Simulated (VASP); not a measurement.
# Mn (P6_3/mmc) in VASP: further runs

The runs below take Mn through single point, with PBEsol.

All numbers are computed with VASP 6.6.1; they aren't measurements. Logs are shortened: lines on timing, memory, paths and dates and some standing lists are left out, and cuts for length are marked.

### 1 The cell of the first run

The structure is hexagonal, space group P6_3/mmc (No. 194). The conventional cell has a = 2.453 Å, b = 2.453 Å, c = 7.917 Å, α = 90.00°, β = 90.00°, γ = 120.00°. Mn (site symmetry -3m) has 12 Mn at 2.43 to 2.45 Å within 3.2 Å. Within 3.2 Å of Mn (site symmetry -6m2) lie 12 Mn at 2.43 to 2.45 Å.

This isn't the form of Mn at room conditions, which is a 58-atom cubic cell.

### 2 Single point, PBEsol

INCAR

```
SYSTEM = Mn
PREC = Accurate
ENCUT = 520
EDIFF = 1E-6
ISMEAR = 0
SIGMA = 0.1
LREAL = .False.
LASPH = .True.
NELM = 60
ALGO = Fast
ISIF = 2
LWAVE = .False.
LCHARG = .False.
GGA = PS
NBANDS = 34
```

KPOINTS

```
regular mesh
0
Gamma
  21 21 5
  0 0 0
```

POSCAR

```
Mn
1.0
    2.4534737123      0.0000000000      0.0000000000
   -1.2267368562      2.1247705624      0.0000000000
    0.0000000000      0.0000000000      7.9170376089
Mn
4
Direct
    0.0000000000      0.0000000000      0.0000000000
    0.3333333333      0.6666666667      0.2500000000
    0.0000000000      0.0000000000      0.5000000000
    0.6666666667      0.3333333333      0.7500000000
```

Potentials or basis: VASP PAW PBE potentials, release 64 (Mn_pv).

Launch:

```sh
$ cat potpaw_PBE.64/Mn_pv/POTCAR > POTCAR
$ mpirun -np 1 vasp_std > vasp.out
```

OUTCAR:

```text
SYSTEM = Mn
   PREC = Accurate
   ENCUT = 520
   EDIFF = 1E-6
   ISMEAR = 0
   LREAL = .False.
   LASPH = .True.
   NELM = 60
   ISIF = 2
   GGA = PS

 ion  position               nearest neighbor table
   1  0.000  0.000  0.000-   2 2.43   4 2.43   4 2.43   2 2.43   4 2.43   2 2.43
   2  0.333  0.667  0.250-   1 2.43   3 2.43   1 2.43   3 2.43   1 2.43   3 2.43
   3  0.000  0.000  0.500-   2 2.43   4 2.43   4 2.43   2 2.43   4 2.43   2 2.43
   4  0.667  0.333  0.750-   1 2.43   3 2.43   1 2.43   3 2.43   1 2.43   3 2.43

  LATTYP: Found a hexagonal cell.
 ALAT       =     2.4534737123
 C/A-ratio  =     3.2268687328

  Lattice vectors:

 A1 = (   2.4534737123,   0.0000000000,   0.0000000000)
 A2 = (  -1.2267368562,   2.1247705624,   0.0000000000)
 A3 = (   0.0000000000,   0.0000000000,   7.9170376089)

Analysis of symmetry for initial positions (statically):
=====================================================================
 Subroutine PRICEL returns:
 Original cell was already a primitive cell.

 Routine SETGRP: Setting up the symmetry group for a
 hexagonal supercell.

 Subroutine GETGRP returns: Found 24 space group operations
 (whereof 12 operations were pure point group operations)
 out of a pool of 24 trial point group operations.

The static configuration has the point symmetry D_3d.
 The point group associated with its full space group is D_6h.

Analysis of symmetry for dynamics (positions and initial velocities):
=====================================================================
 Subroutine PRICEL returns:
 Original cell was already a primitive cell.

 Routine SETGRP: Setting up the symmetry group for a
 hexagonal supercell.

 Subroutine GETGRP returns: Found 24 space group operations
 (whereof 12 operations were pure point group operations)
 out of a pool of 24 trial point group operations.

The dynamic configuration has the point symmetry D_3d.
 The point group associated with its full space group is D_6h.

 Subroutine INISYM returns: Found 24 space group operations
 (whereof 12 operations are pure point group operations),
 and found     1 'primitive' translations

----------------------------------------------------------------------------------------

                                     Primitive cell

  volume of cell :      41.2721

  direct lattice vectors                    reciprocal lattice vectors
     2.453473712  0.000000000  0.000000000     0.407585374  0.235319525  0.000000000
    -1.226736856  2.124770562  0.000000000     0.000000000  0.470639050  0.000000000
     0.000000000  0.000000000  7.917037609     0.000000000  0.000000000  0.126309871

  length of vectors
     2.453473712  2.453473712  7.917037609     0.470639051  0.470639050  0.126309871

  position of ions in fractional coordinates (direct lattice)
     0.000000000  0.000000000  0.000000000
     0.333333333  0.666666667  0.250000000
     0.000000000  0.000000000  0.500000000
     0.666666667  0.333333333  0.750000000

  ion indices of the primitive-cell ions
   primitive index   ion index
                 1           1
                 2           2
                 3           3
                 4           4

----------------------------------------------------------------------------------------

 KPOINTS: regular mesh

Automatic generation of k-mesh.
 Grid dimensions read from file:
 generate k-points for:   21   21    5

 Generating k-lattice:

  Cartesian coordinates                     Fractional coordinates (reciprocal lattice)
     0.019408827  0.011205692  0.000000000     0.047619048  0.000000000  0.000000000
     0.000000000  0.022411383  0.000000000     0.000000000  0.047619048  0.000000000
     0.000000000  0.000000000  0.025261974     0.000000000  0.000000000  0.200000000

  Length of vectors
     0.022411383  0.022411383  0.025261974

  Shift w.r.t. Gamma in fractional coordinates (k-lattice)
     0.000000000  0.000000000  0.000000000

 Subroutine IBZKPT returns following result:
 ===========================================

 Found    144 irreducible k-points:

 Following reciprocal coordinates:
            Coordinates               Weight
  0.000000  0.000000  0.000000      1.000000
  0.047619  0.000000  0.000000      6.000000
  0.095238  0.000000  0.000000      6.000000
  0.142857 -0.000000  0.000000      6.000000
  0.190476  0.000000  0.000000      6.000000
  0.238095  0.000000  0.000000      6.000000
[... 16 lines left out ...]
  0.142857  0.095238  0.000000     12.000000
  0.190476  0.095238  0.000000     12.000000
 [... further k-points ...]
   k-points           NKPTS =    144   k-points in BZ     NKDIM =    144   number of bands    NBANDS=     34
   number of dos      NEDOS =    301   number of ions     NIONS =      4
   total plane-waves  NPLWV =  19440
   dimension x,y,z NGX =    18 NGY =   18 NGZ =   60
   dimension x,y,z NGXF=    36 NGYF=   36 NGZF=  120
   ions per type =               4
   NGX,Y,Z   is equivalent  to a cutoff of  12.20, 12.20, 12.60 a.u.
   NGXF,Y,Z  is equivalent  to a cutoff of  24.39, 24.39, 25.20 a.u.
 SYSTEM =  Mn
   PREC   = accura    normal or accurate (medium, high low for compatibility)
   ISTART =      0    job   : 0-new  1-cont  2-samecut
   ICHARG =      2    charge: 1-file 2-atom 10-const
   ISPIN  =      1    spin polarized calculation?
   LNONCOLLINEAR =      F non collinear calculations
   LSORBIT =      F    spin-orbit coupling
   LASPH  =      T    aspherical Exc in radial PAW
   ENCUT  =  520.0 eV  38.22 Ry    6.18 a.u.   4.56  4.56 14.72*2*pi/ulx,y,z
   NELM   =     60;   NELMIN=  2; NELMDL= -5     # of ELM steps
   EDIFF  = 0.1E-05   stopping-criterion for ELM
   LREAL  =      F    real-space projection
   EDIFFG = 0.1E-04   stopping-criterion for IOM
   NSW    =      0    number of steps for IOM
   IBRION =     -1    ionic relax: 0-MD 1-quasi-New 2-CG
   NFREE  =      0    steps in history (QN), initial steepest desc. (CG)
   ISIF   =      2    stress and relaxation
   ISYM   =      2    0-nonsym 1-usesym 2-fastsym
   POTIM  = 0.5000    time-step for ionic-motion
   TEBEG  =    0.0;   TEEND  =   0.0 temperature during run
   PSTRESS=    0.0 pullay stress
   NELECT =      52.0000    total number of electrons
   NUPDOWN=      -1.0000    fix difference up-down
   EMIN   =  10.00;   EMAX   =-10.00  energy-range for DOS
   EFERMI =   0.00;   METHOD = LEGACY
   ISMEAR =     0;   SIGMA  =   0.10  broadening in eV -4-tet -1-fermi 0-gaus
   EFERMI_NEDOS =   21; number of points for ismear=-14 and -15
   IALGO  =     68    algorithm
   IMIX   =      4    mixing-type and parameters
     AMIX     =   0.40;   BMIX     =  1.00
     AMIX_MAG =   1.60;   BMIX_MAG =  1.00
  volume/ion in A,a.u.               =      10.32        69.63
  Fermi-wavevector in a.u.,A,eV,Ry     =   1.768169  3.341356 42.537572  3.126423
  Thomas-Fermi vector in A             =   2.835410
   LORBIT       =      0    0 simple, 1 ext, 2 COOP (PROOUT), +10 PAW based schemes
   GGA     = PS    functional components
   LHFCALC =     F    Hartree Fock is set to
   AEXX    =    0.0000 exact exchange contribution
   IVDW    =     0    specifies the selected vdW correction
   LEPSILON=     F    determine dielectric tensor
   LRPA    =     F    only Hartree local field effects (RPA)
 non-spin polarized calculation
 RMM-DIIS sequential band-by-band and
 Gauss-broadening in eV      SIGMA  =   0.10
  energy-cutoff  :      520.00
  volume of cell :       41.27
 maximum number of plane-waves:      1138
   NGX =  9   NGY =  9   NGZ = 29

 number of electron      52.0000036 magnetization

 Free energy of the ion-electron system (eV)
  ---------------------------------------------------
  ext. energy  EPLUGINS =         0.00000000
  ---------------------------------------------------
  free energy    TOTEN  =       -38.84095130 eV

  energy without entropy =      -38.81648249  energy(sigma->0) =      -38.82871690

 E-fermi :  10.8541     XC(G=0): -14.4380

 val. band max:       10.8537010194   @ k =   0.2857   0.1429   0.0000
 cond. band min:      10.8544428803   @ k =   0.1429   0.0476   0.2000
 fundamental gap:      0.0007418608
 Fermi energy:        10.8541061208

 k-point     1 :       0.0000    0.0000    0.0000
  band No.  band energies     occupation
      1     -37.4300      2.00000
      2     -37.0272      2.00000
      3     -36.9459      2.00000
      4     -36.6494      2.00000
      5     -36.6494      2.00000
      6     -36.5940      2.00000
[... 26 lines left out ...]
     33      12.0693      0.00000
     34      12.0693      0.00000

 k-point     2 :       0.0476    0.0000    0.0000
  band No.  band energies     occupation
      1     -37.4234      2.00000
      2     -37.0287      2.00000
      3     -36.9481      2.00000
      4     -36.6637      2.00000
      5     -36.6541      2.00000
      6     -36.6049      2.00000
[... 26 lines left out ...]
     33      12.0626      0.00000
     34      12.0989      0.00000

 k-point     3 :       0.0952    0.0000    0.0000
  band No.  band energies     occupation
      1     -37.4041      2.00000
      2     -37.0341      2.00000
      3     -36.9564      2.00000
      4     -36.7047      2.00000
      5     -36.6675      2.00000
      6     -36.6355      2.00000
[... 26 lines left out ...]
     33      12.0455      0.00000
     34      12.1910      0.00000
[... 704 lines left out ...]
 k-point    23 :       0.1429    0.0952    0.0000
  band No.  band energies     occupation
      1     -37.3151      2.00000
      2     -37.0825      2.00000
      3     -37.0270      2.00000
      4     -36.8626      2.00000
      5     -36.7933      2.00000
      6     -36.7482      2.00000
[... 26 lines left out ...]
     33      12.2755      0.00000
     34      12.6367      0.00000

 k-point    24 :       0.1905    0.0952    0.0000
  band No.  band energies     occupation
      1     -37.2689      2.00000
      2     -37.1216      2.00000
      3     -37.0827      2.00000
      4     -36.9378      2.00000
      5     -36.8838      2.00000
      6     -36.7753      2.00000
[... 26 lines left out ...]
     33      12.4056      0.00000
     34      12.8730      0.00000

 [... further k-points ...]

------------------------ aborting loop because EDIFF is reached ----------------------------------------

  FORCE on cell =-STRESS in cart. coord.  units (eV):
  Direction    XX          YY          ZZ          XY          YZ          ZX
  --------------------------------------------------------------------------------------
  -------------------------------------------------------------------------------------
  Total       -0.0075845     -0.0075845     -0.0394722      0.0000000     -0.0000000      0.0000000
  in kB       -0.2944302     -0.2944302     -1.5323087      0.0000000     -0.0000000      0.0000000
  external PRESSURE =      -0.7070564 kB  Pullay stress =       0.0000000 kB

 VOLUME and BASIS-vectors are now :
 -----------------------------------------------------------------------------
  energy-cutoff  :      520.00
  volume of cell :       41.27
      direct lattice vectors                 reciprocal lattice vectors
     2.453473712  0.000000000  0.000000000     0.407585374  0.235319525  0.000000000
    -1.226736856  2.124770562  0.000000000     0.000000000  0.470639050  0.000000000
     0.000000000  0.000000000  7.917037609     0.000000000  0.000000000  0.126309871

 POSITION                                       TOTAL-FORCE (eV/Angst)
 -----------------------------------------------------------------------------------
      0.00000      0.00000      0.00000        -0.000000      0.000000     -0.000000
     -0.00000      1.41651      1.97926        -0.000000     -0.000000     -0.000000
      0.00000      0.00000      3.95852        -0.000000      0.000000     -0.000000
      1.22674      0.70826      5.93778         0.000000      0.000000      0.000000
 -----------------------------------------------------------------------------------
    total drift:                                0.000000     -0.000000      0.000000

  FREE ENERGIE OF THE ION-ELECTRON SYSTEM (eV)
  ---------------------------------------------------
  free  energy   TOTEN  =       -38.8409513019 eV

  energy  without entropy=      -38.8164824913  energy(sigma->0) =      -38.82871690
```

It took 3.4 min on 1 thread of Intel Xeon 8259CL, shared host; peak memory 0.26 GiB.

Results:

```
Free energy            : -38.8410 eV
Pressure               : -0.1 GPa
Band gap on the k mesh : zero (bands 26 and 27 overlap by 2.23 eV)
```

Caveat: the PAW data sets were made with another functional, which shifts forces and pressure a little; the run has no spin polarisation, though such a crystal can be magnetic. Spin polarisation is off, so any magnetic state and its effect on volume and gap are missing.

### 3 Single point, PBEsol

This run uses another cell than the first one: it holds 6 atoms, not 4.

INCAR

```
SYSTEM = Mn
PREC     = Accurate       ! precision mode
ENCUT    = 520            ! plane-wave cutoff, eV
EDIFF    = 1E-7           ! SCF threshold, eV
ISMEAR   = 0              ! smearing method
SIGMA    = 0.1            ! smearing width, eV
LREAL    = .False.        ! projectors in reciprocal space
LASPH    = .True.         ! aspherical terms in the spheres
NELM     = 80             ! most SCF steps
ALGO     = Fast           ! electronic algorithm
ISIF     = 2              ! what is computed and relaxed
LWAVE    = .False.        ! write WAVECAR
LCHARG   = .True.         ! write CHGCAR
GGA      = PS             ! functional
LELF     = .True.         ! ELF
LVHAR    = .True.       
NBANDS   = 48             ! bands
```

KPOINTS

```
regular mesh
0
Gamma
  21 21 4
  0 0 0
```

POSCAR

```
Mn
1.0
    2.4533950649      0.0000000000      0.0000000000
   -1.2266975324      2.1247024517      0.0000000000
    0.0000000000      0.0000000000     11.8984551471
Mn
6
Direct
    0.0000000000      0.0000000000      0.0000000000
    0.3333333333      0.6666666667      0.1668732382
    0.6666666667      0.3333333333      0.3331267618
    0.0000000000      0.0000000000      0.5000000000
    0.6666666667      0.3333333333      0.6668732382
    0.3333333333      0.6666666667      0.8331267618
```

Potentials or basis: VASP PAW PBE potentials, release 64 (Mn_pv).

Launch:

```sh
$ cat potpaw_PBE.64/Mn_pv/POTCAR > POTCAR
$ mpirun -np 1 vasp_std > vasp.out
```

It took 8.9 min on 1 thread of Intel Xeon 8259CL, shared host; peak memory 0.38 GiB.

Results (log left out):

```
Free energy            : -58.1840 eV
Pressure               : -0.1 GPa
Largest force          : 0.003 eV/Å
Band gap on the k mesh : zero (bands 39 and 40 overlap by 2.46 eV)
```

Forces on the atoms (eV/Å):
```
Mn   0.000  0.000  0.000
Mn   0.000  0.000 -0.003
Mn   0.000  0.000  0.003
Mn   0.000  0.000  0.000
Mn   0.000  0.000 -0.003
Mn   0.000  0.000  0.003
```

Levels at points of the mesh, in eV from the Fermi level:
```
           k point  band 34  band 35  band 36  band 37  band 38  band 39  band 40  band 41  band 42  band 43
(0.00, 0.00, 0.00)    -1.19    -1.11    -1.05    -1.05    -0.92    -0.92    -0.75    -0.75     0.36     0.36
(0.00, 0.00, 0.50)    -1.05    -1.05    -1.05    -0.88    -0.88    -0.88    -0.88    -0.08    -0.08     0.39
```

Caveat: the PAW data sets were made with another functional, which shifts forces and pressure a little; the run has no spin polarisation, though such a crystal can be magnetic. Spin polarisation is off, so any magnetic state and its effect on volume and gap are missing.
